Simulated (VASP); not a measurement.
# Sn in VASP: a series of runs, part 2 of 2

VASP 6.6.1. Earlier steps stand in the parts before.

### Step 5. Single point, PBEsol (strained)

Input file INCAR:

```
PREC = Accurate ; ENCUT = 520
EDIFF = 1E-7 ; ISMEAR = 0
SIGMA = 0.1 ; LREAL = False
LASPH = True ; NELM = 60
ALGO = Fast ; ISIF = 2
LWAVE = False ; LCHARG = False
GGA = PS ; NBANDS = 13
```

Input file KPOINTS:

```
Automatic mesh
0
Gamma
  16 16 16
```

Input file POSCAR:

```
Sn
1.0
   -1.7069600477      1.7466055839      2.3411012436
    1.7069600477     -1.7466055839      2.3411012436
    1.7069600477      1.7466055839     -2.3411012436
Sn
1
Direct
    0.0000000000      0.0000000000      0.0000000000
```

Potentials or basis: VASP PAW PBE potentials, release 64 (Sn_d).

Launch:

```sh
$ cat potpaw_PBE.64/Sn_d/POTCAR > POTCAR
$ mpirun -np 1 vasp_std > vasp.out
```

OUTCAR:

```text
PREC = Accurate
   ENCUT = 520
   EDIFF = 1E-7
   ISMEAR = 0
   LREAL = False
   LASPH = True
   NELM = 60
   ISIF = 2
   GGA = PS

 ion  position               nearest neighbor table
   1  0.000  0.000  0.000-

  LATTYP: Found a body centered orthorhombic cell.
 ALAT       =     3.4139200954
 B/A-ratio  =     1.0232258138
 C/A-ratio  =     1.3715032445

  Lattice vectors:

 A1 = (  -1.7069600477,   1.7466055839,   2.3411012436)
 A2 = (   1.7069600477,  -1.7466055839,   2.3411012436)
 A3 = (   1.7069600477,   1.7466055839,  -2.3411012436)

Analysis of symmetry for initial positions (statically):
=====================================================================
 Subroutine PRICEL returns:
 Original cell was already a primitive cell.

 Routine SETGRP: Setting up the symmetry group for a
 body centered orthorhombic supercell.

 Subroutine GETGRP returns: Found  8 space group operations
 (whereof  8 operations were pure point group operations)
 out of a pool of  8 trial point group operations.

[... 169 lines left out ...]
 k-point     1 :       0.0000    0.0000    0.0000
  band No.  band energies     occupation
      1     -13.7920      2.00000
      2     -13.7789      2.00000
      3     -13.7624      2.00000
      4     -13.7197      2.00000
      5     -13.6920      2.00000
      6      -3.2990      2.00000
      7      14.9139      0.00000
      8      15.0544      0.00000
      9      15.3937      0.00000
     10      18.2942      0.00000
     11      19.0194      0.00000
     12      19.4315      0.00000
     13      19.5831      0.00000
[... 354 lines left out ...]
  band No.  band energies     occupation
      1     -13.7917      2.00000
      2     -13.7678      2.00000
      3     -13.7535      2.00000
      4     -13.7213      2.00000
      5     -13.6899      2.00000
      6      -3.0202      2.00000
      7      12.9665      0.00000
      8      14.1658      0.00000
      9      14.8288      0.00000
     10      17.3444      0.00000
     11      19.8373      0.00000
     12      20.2292      0.00000
     13      20.5858      0.00000

 [... further k-points ...]

------------------------ aborting loop because EDIFF is reached ----------------------------------------

  FORCE on cell =-STRESS in cart. coord.  units (eV):
  Direction    XX          YY          ZZ          XY          YZ          ZX
  --------------------------------------------------------------------------------------
  -------------------------------------------------------------------------------------
  Total       -0.3758775     -0.5048030     -0.4456764      0.0000000      0.0000000      0.0000000
  in kB      -21.5704187    -28.9690424    -25.5759540      0.0000000      0.0000000      0.0000000
  external PRESSURE =     -25.3718050 kB  Pullay stress =       0.0000000 kB

 VOLUME and BASIS-vectors are now :
 -----------------------------------------------------------------------------
  energy-cutoff  :      520.00
  volume of cell :       27.92
      direct lattice vectors                 reciprocal lattice vectors
    -1.706960048  1.746605584  2.341101244     0.000000000  0.286269553  0.213574702
     1.706960048 -1.746605584  2.341101244     0.292918396  0.000000000  0.213574702
     1.706960048  1.746605584 -2.341101244     0.292918396  0.286269553  0.000000000

 POSITION                                       TOTAL-FORCE (eV/Angst)
 -----------------------------------------------------------------------------------
      0.00000      0.00000      0.00000         0.000000      0.000000      0.000000
 -----------------------------------------------------------------------------------
    total drift:                                0.000000     -0.000000     -0.000000

  FREE ENERGIE OF THE ION-ELECTRON SYSTEM (eV)
  ---------------------------------------------------
  free  energy   TOTEN  =        -4.2235057399 eV

  energy  without entropy=       -4.2202977077  energy(sigma->0) =       -4.22190172
```

stdout:

```text
POSCAR found type information on POSCAR Sn
 POSCAR found :  1 types and       1 ions
 scaLAPACK will be used
 -----------------------------------------------------------------------------
|                                                                             |
[... 22 lines left out ...]
WARNING in EDDRMM: call to ZHEGV failed, returncode =   6  3     11
WARNING in EDDRMM: call to ZHEGV failed, returncode =   6  3     10
WARNING in EDDRMM: call to ZHEGV failed, returncode =   6  3     13
 num prob WARNING in EDDRMM: call to ZHEGV failed, returncode =   6  3     11
 num prob RMM:  14    -0.422350590544E+01    0.59239E-06   -0.23800E-07 14556   0.748E-03    0.126E-03
WARNING in EDDRMM: call to ZHEGV failed, returncode =   8  4     12
 num prob  num prob RMM:  15    -0.422350579741E+01    0.10803E-06   -0.59344E-08 11696   0.280E-03    0.145E-03
```

It took 2.3 min on 1 thread of Intel Xeon 6975P-C (Granite Rapids), shared host; peak memory 0.32 GiB.

Results:

| Item | Value |
| --- | --- |
| Free energy | -4.2235 eV |
| Pressure | -2.5 GPa |
| Band gap on the k mesh | zero (band 7 reaches 14.91 eV, above the bottom of band 8 at 5.64 eV) |

Caveat: the cell differs from its parent crystal (strained); the PAW data sets were made with another functional, which shifts forces and pressure a little; spin-orbit coupling is left out, which moves the levels of the heavy elements.

### Step 6. The runs side by side

```csv
level,cell,k mesh,further INCAR settings,gap on the mesh (eV),pressure (GPa)
PBEsol,"a = 3.406 Å, angles 119.1, 117.2, 93.3°, 1 atom",8 × 8 × 8,ALGO = Fast; EDIFF = 1e-07; NBANDS = 13,none,-3.8
PBEsol,"a = 3.281 Å, angles 115.4, 115.4, 98.1°, 1 atom",16 × 16 × 16,ALGO = Fast; EDIFF = 1e-06; NBANDS = 13,none,0.0
PBE,"a = 3.287 Å, angles 119.1, 117.2, 93.3°, 1 atom",16 × 16 × 16,ALGO = Fast; EDIFF = 1e-07; NBANDS = 13,none,4.6
PBEsol,"a = 3.383 Å, angles 119.4, 117.8, 92.4°, 1 atom",16 × 16 × 16,ALGO = Fast; EDIFF = 1e-07; NBANDS = 13,none,-2.5
```

Alike in all rows: task single point; potentials or basis VASP PAW PBE potentials, release 64 (Sn_d); no spin polarisation; cutoff (eV) 520; smearing gaussian 0.1 eV.

Caveats: spin-orbit coupling is left out, which moves the levels of the heavy elements; the PAW data sets were made with another functional, which shifts forces and pressure a little (some runs).

Absolute energies hang on the potentials; compare differences alone.
